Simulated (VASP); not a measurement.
# KTaO3 (Pm-3m) in VASP: notebook

Runs on KTaO3. Level: r2SCAN. Tasks: single point.

Everything below comes from runs of VASP 6.6.1. Logs are shortened: lines on timing, memory, paths and dates and some standing lists are left out, and cuts for length are marked.

### 1 The cell of the first run

Symmetry: Pm-3m, No. 221, cubic system. Conventional cell: a = 3.950 Å, b = 3.950 Å, c = 3.950 Å, α = 90.00°, β = 90.00°, γ = 90.00°. Within 3.7 Å of K (site symmetry m-3m) lie 12 O at 2.79 Å and 8 Ta at 3.42 Å. Ta (site symmetry m-3m) has 6 O at 1.97 Å within 2.6 Å. O (site symmetry 4/mmm) has 2 Ta at 1.97 Å within 2.6 Å.

### 2 Single point, r2SCAN (12.32 Å³/atom)

Contents of POSCAR:

```
KTaO3
1.0
    3.9498761238      0.0000000000      0.0000000000
    0.0000000000      3.9498761238      0.0000000000
    0.0000000000      0.0000000000      3.9498761238
K Ta O
1 1 3
Direct
    0.5000000000      0.5000000000      0.5000000000
    0.0000000000      0.0000000000      0.0000000000
    0.5000000000      0.0000000000      0.0000000000
    0.0000000000      0.5000000000      0.0000000000
    0.0000000000      0.0000000000      0.5000000000
```

Contents of INCAR.step1:

```
  PREC = Accurate
  ENCUT = 520
  ISMEAR = 0
  SIGMA = 0.02
  LREAL = F
  LASPH = T
  NELM = 60
  NBANDS = 27
  GGA = PE
  ALGO = Normal
  EDIFF = 1E-4
  LWAVE = T
  LCHARG = F
```

Contents of INCAR.step2:

```
  PREC = Accurate
  ENCUT = 520
  EDIFF = 1E-6
  ISMEAR = 0
  SIGMA = 0.02
  LREAL = F
  LASPH = T
  NELM = 60
  ALGO = Normal
  ISIF = 2
  LWAVE = F
  LCHARG = F
  METAGGA = R2SCAN
  LMIXTAU = T
  NBANDS = 27
  ISTART = 1
```

Contents of KPOINTS:

```
Automatic mesh
0
Gamma
  6 6 6
```

Potentials or basis: VASP PAW PBE potentials, release 64 (K_sv, Ta_pv, O).

Command:

```sh
> cat potpaw_PBE.64/K_sv/POTCAR potpaw_PBE.64/Ta_pv/POTCAR potpaw_PBE.64/O/POTCAR > POTCAR
> cp INCAR.step1 INCAR
> mpirun -np 1 vasp_std > vasp.out
> cp INCAR.step2 INCAR
> mpirun -np 1 vasp_std > vasp.out
```

OUTCAR:

```text
PREC = Accurate
   ENCUT = 520
   EDIFF = 1E-6
   ISMEAR = 0
   LREAL = F
   LASPH = T
   NELM = 60
   ISIF = 2
   METAGGA = R2SCAN
   ISTART = 1

 ion  position               nearest neighbor table
   1  0.500  0.500  0.500-   3 2.79   4 2.79   5 2.79   3 2.79   4 2.79   3 2.79   5 2.79   3 2.79
                             4 2.79   5 2.79   4 2.79   5 2.79   2 3.42   2 3.42   2 3.42   2 3.42
   2  0.000  0.000  0.000-   3 1.97   4 1.97   5 1.97   5 1.97   4 1.97   3 1.97   1 3.42   1 3.42
                             1 3.42   1 3.42   1 3.42   1 3.42   1 3.42   1 3.42
   3  0.500  0.000  0.000-   2 1.97   2 1.97   1 2.79   1 2.79   1 2.79   1 2.79
   4  0.000  0.500  0.000-   2 1.97   2 1.97   1 2.79   1 2.79   1 2.79   1 2.79
   5  0.000  0.000  0.500-   2 1.97   2 1.97   1 2.79   1 2.79   1 2.79   1 2.79

  LATTYP: Found a simple cubic cell.
 ALAT       =     3.9498761238

  Lattice vectors:

 A1 = (   3.9498761238,   0.0000000000,   0.0000000000)
 A2 = (   0.0000000000,   3.9498761238,   0.0000000000)
 A3 = (   0.0000000000,   0.0000000000,   3.9498761238)

Analysis of symmetry for initial positions (statically):
=====================================================================
 Subroutine PRICEL returns:
 Original cell was already a primitive cell.

 Routine SETGRP: Setting up the symmetry group for a
 simple cubic supercell.

 Subroutine GETGRP returns: Found 48 space group operations
 (whereof 48 operations were pure point group operations)
 out of a pool of 48 trial point group operations.

The static configuration has the point symmetry O_h .

Analysis of symmetry for dynamics (positions and initial velocities):
=====================================================================
 Subroutine PRICEL returns:
 Original cell was already a primitive cell.

 Routine SETGRP: Setting up the symmetry group for a
 simple cubic supercell.

 Subroutine GETGRP returns: Found 48 space group operations
 (whereof 48 operations were pure point group operations)
 out of a pool of 48 trial point group operations.

The dynamic configuration has the point symmetry O_h .

 Subroutine INISYM returns: Found 48 space group operations
 (whereof 48 operations are pure point group operations),
 and found     1 'primitive' translations

----------------------------------------------------------------------------------------
[... 93 lines left out ...]
   NELM   =     60;   NELMIN=  2; NELMDL=  0     # of ELM steps
   EDIFF  = 0.1E-05   stopping-criterion for ELM
   LREAL  =      F    real-space projection
   EDIFFG = 0.1E-04   stopping-criterion for IOM
   NSW    =      0    number of steps for IOM
   IBRION =     -1    ionic relax: 0-MD 1-quasi-New 2-CG
   NFREE  =      0    steps in history (QN), initial steepest desc. (CG)
   ISIF   =      2    stress and relaxation
   ISYM   =      2    0-nonsym 1-usesym 2-fastsym
   POTIM  = 0.5000    time-step for ionic-motion
   TEBEG  =    0.0;   TEEND  =   0.0 temperature during run
   PSTRESS=    0.0 pullay stress
   NELECT =      38.0000    total number of electrons
   NUPDOWN=      -1.0000    fix difference up-down
   EMIN   =  10.00;   EMAX   =-10.00  energy-range for DOS
   EFERMI =   0.00;   METHOD = LEGACY
   ISMEAR =     0;   SIGMA  =   0.02  broadening in eV -4-tet -1-fermi 0-gaus
   EFERMI_NEDOS =   21; number of points for ismear=-14 and -15
   IALGO  =     38    algorithm
   IMIX   =      4    mixing-type and parameters
     AMIX     =   0.40;   BMIX     =  1.00
     AMIX_MAG =   1.60;   BMIX_MAG =  1.00
  volume/ion in A,a.u.               =      12.32        83.17
  Fermi-wavevector in a.u.,A,eV,Ry     =   1.393432  2.633205 26.417802  1.941654
  Thomas-Fermi vector in A             =   2.517079
   LORBIT       =      0    0 simple, 1 ext, 2 COOP (PROOUT), +10 PAW based schemes
   METAGGA = R2SCAN    functional components
   LHFCALC =     F    Hartree Fock is set to
   AEXX    =    0.0000 exact exchange contribution
   IVDW    =     0    specifies the selected vdW correction
   LEPSILON=     F    determine dielectric tensor
   LRPA    =     F    only Hartree local field effects (RPA)
 non-spin polarized calculation
 Gauss-broadening in eV      SIGMA  =   0.02
  energy-cutoff  :      520.00
  volume of cell :       61.62
 maximum number of plane-waves:      1675
 NGX is ok and might be reduce to    30
   NGX = 15   NGY = 15   NGZ = 15

 number of electron      37.9999985 magnetization

 Free energy of the ion-electron system (eV)
  ---------------------------------------------------
  ext. energy  EPLUGINS =         0.00000000
  ---------------------------------------------------
  free energy    TOTEN  =       -87.10863252 eV

  energy without entropy =      -87.10863252  energy(sigma->0) =      -87.10863252

 E-fermi :   1.7688     XC(G=0): -11.7224

 val. band max:        1.6208755670   @ k =   0.5000   0.5000   0.5000
 cond. band min:       4.2920554639   @ k =   0.0000   0.0000   0.0000
 fundamental gap:      2.6711798969
 Fermi energy:         1.7688143330

 k-point     1 :       0.0000    0.0000    0.0000
  band No.  band energies     occupation
      1     -33.5170      2.00000
      2     -33.5170      2.00000
      3     -33.5170      2.00000
      4     -26.8079      2.00000
      5     -17.0379      2.00000
      6     -16.3642      2.00000
[... 589 lines left out ...]
     26      13.6756      0.00000
     27      14.6201      0.00000

------------------------ aborting loop because EDIFF is reached ----------------------------------------

  FORCE on cell =-STRESS in cart. coord.  units (eV):
  Direction    XX          YY          ZZ          XY          YZ          ZX
  --------------------------------------------------------------------------------------
  -------------------------------------------------------------------------------------
  Total        3.0360347      3.0360347      3.0360347     -0.0000000     -0.0000000      0.0000000
  in kB       78.9345041     78.9345041     78.9345041     -0.0000000     -0.0000000      0.0000000
  external PRESSURE =      78.9345041 kB  Pullay stress =       0.0000000 kB

 VOLUME and BASIS-vectors are now :
 -----------------------------------------------------------------------------
  energy-cutoff  :      520.00
  volume of cell :       61.62
      direct lattice vectors                 reciprocal lattice vectors
     3.949876124  0.000000000  0.000000000     0.253172497  0.000000000  0.000000000
     0.000000000  3.949876124  0.000000000     0.000000000  0.253172497  0.000000000
     0.000000000  0.000000000  3.949876124     0.000000000  0.000000000  0.253172497

 POSITION                                       TOTAL-FORCE (eV/Angst)
 -----------------------------------------------------------------------------------
      1.97494      1.97494      1.97494         0.000000      0.000000      0.000000
      0.00000      0.00000      0.00000         0.000000      0.000000      0.000000
      1.97494      0.00000      0.00000         0.000000      0.000000      0.000000
      0.00000      1.97494      0.00000         0.000000      0.000000      0.000000
      0.00000      0.00000      1.97494         0.000000      0.000000      0.000000
 -----------------------------------------------------------------------------------
    total drift:                                0.000000     -0.000000      0.000000

  FREE ENERGIE OF THE ION-ELECTRON SYSTEM (eV)
  ---------------------------------------------------
  free  energy   TOTEN  =       -87.1086325248 eV

  energy  without entropy=      -87.1086325248  energy(sigma->0) =      -87.10863252
```

OSZICAR.step1:

```text
N       E                     dE             d eps       ncg     rms          rms(c)
DAV:   1     0.320063537698E+03    0.32006E+03   -0.20774E+04  1080   0.141E+03
DAV:   2    -0.304769409320E+02   -0.35054E+03   -0.33829E+03  1241   0.407E+02
DAV:   3    -0.487316487133E+02   -0.18255E+02   -0.18167E+02  1551   0.894E+01
DAV:   4    -0.493795073403E+02   -0.64786E+00   -0.64683E+00  1776   0.107E+01
DAV:   5    -0.493825512824E+02   -0.30439E-02   -0.30437E-02  1426   0.782E-01    0.360E+01
DAV:   6    -0.411051603137E+02    0.82774E+01   -0.33805E+01  1277   0.401E+01    0.140E+01
DAV:   7    -0.409804274300E+02    0.12473E+00   -0.16009E+00  1401   0.818E+00    0.972E+00
DAV:   8    -0.409369768782E+02    0.43451E-01   -0.34700E-01  1253   0.490E+00    0.287E+00
DAV:   9    -0.409219175021E+02    0.15059E-01   -0.30640E-02  1327   0.133E+00    0.434E-01
DAV:  10    -0.409208650885E+02    0.10524E-02   -0.11273E-02  1481   0.689E-01    0.594E-02
DAV:  11    -0.409208708162E+02   -0.57276E-05   -0.62701E-04  1436   0.165E-01
   1 F= -.40920871E+02 E0= -.40920871E+02  d E =-.278385E-40
```

Wall time 85 s (1 thread of Intel Xeon Platinum 8488C (Sapphire Rapids), shared host); peak memory 0.19 GiB.

Results:

```yaml
Free_energy: -87.1086 eV
Pressure: 7.9 GPa
Band_gap_on_the_k_mesh: 2.67 eV (least direct gap 3.31 eV)
```

Caveat: the cell stands under pressure; the PAW data sets were made with another functional, which shifts forces and pressure a little; spin-orbit coupling is left out, which moves the levels of the heavy elements.

(Continued in part 2 of 2.)
